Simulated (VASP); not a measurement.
# Sc3BN2 (P6/mmm) in VASP: a series of runs, part 2 of 2

VASP 6.6.1. Earlier steps stand in the parts before.

## (3) Single point, PBE

This run uses another cell than the first one, of 19.75 Å³/atom, 1.161 times its volume.

INCAR

```
PREC = Accurate
ENCUT = 520
EDIFF = 1E-6
ISMEAR = 0
SIGMA = 0.1
LREAL = F
LASPH = T
NELM = 60
ALGO = Normal
ISIF = 2
LWAVE = F
LCHARG = F
GGA = PE
NBANDS = 32
```

KPOINTS

```
regular mesh
0
Gamma
  6 6 4
```

POSCAR

```
Sc3BN2
1.0
    5.6750622668      0.0000000000      0.0000000000
   -2.8375311334      4.9147480911      0.0000000000
    0.0000000000      0.0000000000      4.2486489877
Sc B N
3 1 2
Direct
    0.3333333333      0.6666666667      0.5000000000
    0.6666666667      0.3333333333      0.5000000000
    0.0000000000      0.0000000000      0.5000000000
    0.0000000000      0.0000000000      0.0000000000
    0.3333333333      0.6666666667      0.0000000000
    0.6666666667      0.3333333333      0.0000000000
```

Potentials or basis: VASP PAW PBE potentials, release 64 (Sc_sv, B, N).

Launch:

```
cat potpaw_PBE.64/Sc_sv/POTCAR potpaw_PBE.64/B/POTCAR potpaw_PBE.64/N/POTCAR > POTCAR
mpirun -np 1 vasp_std > vasp.out
```

OUTCAR:

```text
PREC = Accurate
   ENCUT = 520
   EDIFF = 1E-6
   ISMEAR = 0
   LREAL = F
   LASPH = T
   NELM = 60
   ISIF = 2
   GGA = PE

 ion  position               nearest neighbor table
   1  0.333  0.667  0.500-   5 2.12   5 2.12   2 3.28   3 3.28   2 3.28   3 3.28   3 3.28   2 3.28

   2  0.667  0.333  0.500-   6 2.12   6 2.12   1 3.28   3 3.28   1 3.28   3 3.28   3 3.28   1 3.28

   3  0.000  0.000  0.500-   4 2.12   4 2.12   1 3.28   2 3.28   1 3.28   2 3.28   2 3.28   1 3.28

   4  0.000  0.000  0.000-   3 2.12   3 2.12
   5  0.333  0.667  0.000-   1 2.12   1 2.12
   6  0.667  0.333  0.000-   2 2.12   2 2.12

[... 935 lines left out ...]
  -------------------------------------------------------------------------------------
  Total       -0.0893715     -0.0893715      0.3372426      0.0000000      0.0000000      0.0000000
  in kB       -1.2083332     -1.2083332      4.5596373      0.0000000      0.0000000      0.0000000
  external PRESSURE =       0.7143236 kB  Pullay stress =       0.0000000 kB

 VOLUME and BASIS-vectors are now :
 -----------------------------------------------------------------------------
  energy-cutoff  :      520.00
  volume of cell :      118.50
      direct lattice vectors                 reciprocal lattice vectors
     5.675062267  0.000000000  0.000000000     0.176209520  0.101734614  0.000000000
    -2.837531133  4.914748091  0.000000000     0.000000000  0.203469228  0.000000000
     0.000000000  0.000000000  4.248648988     0.000000000  0.000000000  0.235368938

 POSITION                                       TOTAL-FORCE (eV/Angst)
 -----------------------------------------------------------------------------------
     -0.00000      3.27650      2.12432         0.000000     -0.000000     -0.000000
      2.83753      1.63825      2.12432        -0.000000      0.000000      0.000000
      0.00000      0.00000      2.12432         0.000000      0.000000      0.000000
      0.00000      0.00000      0.00000         0.000000      0.000000      0.000000
     -0.00000      3.27650      0.00000         0.000000      0.000000      0.000000
      2.83753      1.63825      0.00000         0.000000      0.000000      0.000000
 -----------------------------------------------------------------------------------
    total drift:                               -0.000000      0.000000      0.000000

  FREE ENERGIE OF THE ION-ELECTRON SYSTEM (eV)
  ---------------------------------------------------
  free  energy   TOTEN  =       -34.5849814888 eV

  energy  without entropy=      -34.5538221432  energy(sigma->0) =      -34.56940182
```

OSZICAR:

```text
N       E                     dE             d eps       ncg     rms          rms(c)
DAV:   1     0.773762042627E+03    0.77376E+03   -0.20817E+04  1344   0.145E+03
DAV:   2     0.523293285232E+02   -0.72143E+03   -0.70850E+03  1648   0.584E+02
DAV:   3    -0.395703479789E+02   -0.91900E+02   -0.83642E+02  2376   0.212E+02
DAV:   4    -0.480133493020E+02   -0.84430E+01   -0.81733E+01  2224   0.571E+01
DAV:   5    -0.482161890874E+02   -0.20284E+00   -0.20224E+00  2184   0.117E+01    0.218E+01
DAV:   6    -0.452704926488E+02    0.29457E+01   -0.16945E+02  2232   0.570E+01    0.232E+01
DAV:   7    -0.358010842353E+02    0.94694E+01   -0.38462E+01  2256   0.374E+01    0.772E+00
DAV:   8    -0.349888638288E+02    0.81222E+00   -0.51025E+00  2096   0.122E+01    0.513E+00
DAV:   9    -0.349061823875E+02    0.82681E-01   -0.46991E+00  2408   0.123E+01    0.505E+00
DAV:  10    -0.346798292618E+02    0.22635E+00   -0.28813E+00  2200   0.792E+00    0.241E+00
DAV:  11    -0.345847955133E+02    0.95034E-01   -0.52803E-01  2176   0.297E+00    0.525E-01
DAV:  12    -0.345852040229E+02   -0.40851E-03   -0.16482E-02  2064   0.103E+00    0.252E-01
DAV:  13    -0.345850959454E+02    0.10808E-03   -0.16015E-03  2112   0.377E-01    0.114E-01
DAV:  14    -0.345850835299E+02    0.12416E-04   -0.23097E-03  2376   0.191E-01    0.925E-02
DAV:  15    -0.345850064717E+02    0.77058E-04   -0.11808E-03  2224   0.128E-01    0.446E-02
DAV:  16    -0.345849872658E+02    0.19206E-04   -0.24872E-04  2088   0.627E-02    0.209E-02
DAV:  17    -0.345849822971E+02    0.49687E-05   -0.12599E-05  1816   0.195E-02    0.858E-03
DAV:  18    -0.345849814888E+02    0.80831E-06   -0.67318E-06  1672   0.946E-03
   1 F= -.34584981E+02 E0= -.34569402E+02  d E =-.311593E-01
```

stdout:

```text
POSCAR found type information on POSCAR ScB N
 POSCAR found :  3 types and       6 ions
 scaLAPACK will be used
 LDA part: xc-table for (Slater+PW92), standard interpolation
 POSCAR, INCAR and KPOINTS ok, starting setup
 FFT: planning ... GRIDC
 FFT: planning ... GRID_SOFT
 FFT: planning ... GRID
 WAVECAR not read
 entering main loop
```

It took 1.8 min on 1 thread of AMD EPYC 9R14 (Zen 4), shared host; peak memory 0.23 GiB.

What came out:

```yaml
Free_energy: -34.5850 eV
Pressure: 0.1 GPa
Band_gap_on_the_k_mesh: zero (band 23 reaches 3.22 eV, above the bottom of band 24 at 1.65 eV)
```

Caveat: the k points lie up to 0.37 Å⁻¹ apart.

## (4) Relaxation of cell and atoms, PBE

INCAR

```
SYSTEM = Sc3BN2
PREC = Accurate
ENCUT = 600
EDIFF = 1E-6
ISMEAR = 0
SIGMA = 0.1
LREAL = .False.
LASPH = .True.
NELM = 80
ALGO = Normal
ISIF = 3
LWAVE = .False.
LCHARG = .False.
GGA = PE
IBRION = 2
NSW = 90
EDIFFG = -0.04
```

KPOINTS

```
regular mesh
0
Gamma
  6 6 4
  0 0 0
```

POSCAR

```
Sc3BN2
1.0
    4.8591883800      0.0000000000      0.0000000000
   -2.4295941900      4.2081805800      0.0000000000
    0.0000000000      0.0000000000      4.9921081400
Sc B N
3 1 2
Direct
    0.3333333300      0.6666666700      0.5000000000
    0.6666666700      0.3333333300      0.5000000000
    0.0000000000      0.0000000000      0.5000000000
    0.0000000000      0.0000000000      0.0000000000
    0.3333333300      0.6666666700      0.0000000000
    0.6666666700      0.3333333300      0.0000000000
```

Launch:

```
cat potpaw_PBE.64/Sc_sv/POTCAR potpaw_PBE.64/B/POTCAR potpaw_PBE.64/N/POTCAR > POTCAR
mpirun -np 1 vasp_std > vasp.out
```

Run time: 9.8 min. Hardware: 1 thread of AMD EPYC 9R14 (Zen 4), shared host; peak memory 0.25 GiB.

The run converged. Its results:

| Quantity | Value |
| --- | --- |
| Free energy | -34.5764 eV |
| Relaxed volume | 19.35 Å³/atom |
| Relaxed cell | a = 5.608 Å, b = 5.608 Å, c = 4.262 Å, α = 90.00°, β = 90.00°, γ = 120.00° |
| Space group after relaxing (to 0.05 Å) | P6/mmm (No. 191) |
| Energy gained by relaxing | 540.2 meV/atom |
| Ionic steps | 9 |
| Pressure after relaxing | 0.2 GPa |
| Band gap on the k mesh | zero (band 23 reaches 3.37 eV, above the bottom of band 24 at 1.78 eV) |

The path:
| step | energy change (eV) | largest force (eV/Å) | pressure (GPa) | volume (Å³) |
| --- | --- | --- | --- | --- |
| 1 | 0.0000 | 0.0000 | -3.92 | 102.08 |
| 2 | -2.4226 | 0.0000 | 15.44 | 93.86 |
| 3 | -2.7370 | 0.0000 | 8.48 | 95.77 |
| 4 | -3.1475 | 0.0000 | 2.56 | 106.72 |
| 5 | -3.2263 | 0.0000 | -0.06 | 113.64 |
| 6 | -3.2307 | 0.0000 | -0.70 | 115.61 |
| 7 | -3.2307 | 0.0000 | -0.82 | 116.03 |
| 8 | -3.2342 | 0.0000 | 1.07 | 116.10 |
| 9 | -3.2413 | 0.0000 | 0.19 | 116.07 |

Final structure:
```cif
data_structure
_symmetry_space_group_name_H-M 'P 1'
_symmetry_Int_Tables_number 1
_cell_length_a 5.6079
_cell_length_b 5.6079
_cell_length_c 4.2618
_cell_angle_alpha 90.000
_cell_angle_beta 90.000
_cell_angle_gamma 120.000
_cell_volume 116.07
loop_
_atom_site_label
_atom_site_type_symbol
_atom_site_fract_x
_atom_site_fract_y
_atom_site_fract_z
_atom_site_occupancy
Sc1 Sc 0.33333 0.66667 0.50000 1
Sc2 Sc 0.66667 0.33333 0.50000 1
Sc3 Sc 0.00000 0.00000 0.50000 1
B1 B 0.00000 0.00000 0.00000 1
N1 N 0.33333 0.66667 0.00000 1
N2 N 0.66667 0.33333 0.00000 1
```

Levels at points of the mesh, in eV from the Fermi level:
```tsv
k point	band 21	band 22	band 23	band 24	band 25	band 26
(0.00, 0.00, 0.00)	-0.86	-0.11	1.36	1.36	1.73	1.80
(0.50, 0.00, 0.00)	-0.30	0.00	0.51	0.73	0.75	1.23
(0.00, 0.00, 0.50)	-1.66	-1.66	-1.19	0.76	0.77	1.01
(0.50, 0.00, 0.50)	-1.14	-0.43	-0.26	-0.23	-0.16	0.15
```

## (5) Single point, PBE

This run uses another cell than the first one, of 20.05 Å³/atom, 1.178 times its volume.

INCAR

```
SYSTEM = Sc3BN2
PREC = Accurate
ENCUT = 520
EDIFF = 1E-6
ISMEAR = 0
SIGMA = 0.1
LREAL = .FALSE.
LASPH = .TRUE.
NELM = 100
ALGO = Normal
ISIF = 2
LWAVE = .FALSE.
LCHARG = .TRUE.
GGA = PE
LELF = .TRUE.
LVHAR = .TRUE.
NBANDS = 32
```

KPOINTS

```
Automatic mesh
0
G
  12 12 10
  0 0 0
```

POSCAR

```
Sc3BN2
1.0
    5.7480820645      0.0000000000      0.0000000000
   -2.8740410322      4.9779850909      0.0000000000
    0.0000000000      0.0000000000      4.2035266492
Sc B N
3 1 2
Direct
    0.3333333333      0.6666666667      0.5000000000
    0.6666666667      0.3333333333      0.5000000000
    0.0000000000      0.0000000000      0.5000000000
    0.0000000000      0.0000000000      0.0000000000
    0.3333333333      0.6666666667      0.0000000000
    0.6666666667      0.3333333333      0.0000000000
```

Launch:

```
cat potpaw_PBE.64/Sc_sv/POTCAR potpaw_PBE.64/B/POTCAR potpaw_PBE.64/N/POTCAR > POTCAR
mpirun -np 1 vasp_std > vasp.out
```

Wall time 11 min (1 thread of AMD EPYC 9R14 (Zen 4), shared host); peak memory 0.48 GiB.

The run converged. Its results:

| Quantity | Value |
| --- | --- |
| Free energy | -34.6468 eV |
| Pressure | 0.2 GPa |
| Band gap on the k mesh | zero (band 23 reaches 3.12 eV, above the bottom of band 24 at 1.57 eV) |

Stress tensor (GPa, compression positive):
```
-0.04  0.00  0.00
 0.00 -0.04  0.00
 0.00  0.00  0.73
```

Levels at points of the mesh, in eV from the Fermi level:
| k point | band 20 | band 21 | band 22 | band 23 | band 24 | band 25 | band 26 | band 27 |
| --- | --- | --- | --- | --- | --- | --- | --- | --- |
| (0.00, 0.00, 0.00) | -1.22 | -0.66 | -0.02 | 1.28 | 1.28 | 1.73 | 1.73 | 1.82 |
| (0.50, 0.00, 0.00) | -0.26 | -0.22 | -0.04 | 0.48 | 0.70 | 0.77 | 1.33 | 1.36 |
| (0.00, 0.00, 0.50) | -1.95 | -1.69 | -1.69 | -1.24 | 0.50 | 0.50 | 1.01 | 1.01 |
| (0.50, 0.00, 0.50) | -1.47 | -1.24 | -0.55 | -0.27 | -0.27 | -0.07 | -0.06 | 0.23 |

## (6) Overview

| task | cell | k mesh | cutoff (eV) | gap on the mesh (eV) | pressure (GPa) |
| --- | --- | --- | --- | --- | --- |
| single point | a = 4.859, b = 4.859, c = 4.992 Å, angles 90.0, 90.0, 120.0°, 6 atoms | 6 × 6 × 4 | 520 | none | -3.9 |
| single point | a = 5.675, b = 5.675, c = 4.249 Å, angles 90.0, 90.0, 120.0°, 6 atoms | 6 × 6 × 4 | 520 | none | 0.1 |
| relaxation of cell and atoms | relaxed from a = 4.859, b = 4.859, c = 4.992 Å, angles 90.0, 90.0, 120.0°, 6 atoms | 6 × 6 × 4 | 600 | none | 0.2 |
| single point | a = 5.748, b = 5.748, c = 4.204 Å, angles 90.0, 90.0, 120.0°, 6 atoms | 12 × 12 × 10 | 520 | none | 0.2 |

Alike in all rows: level PBE; potentials or basis VASP PAW PBE potentials, release 64 (Sc_sv, B, N); no spin polarisation; smearing gaussian 0.1 eV.

Caveats: some runs use coarse meshes.

Absolute energies hang on the potentials; compare differences alone.
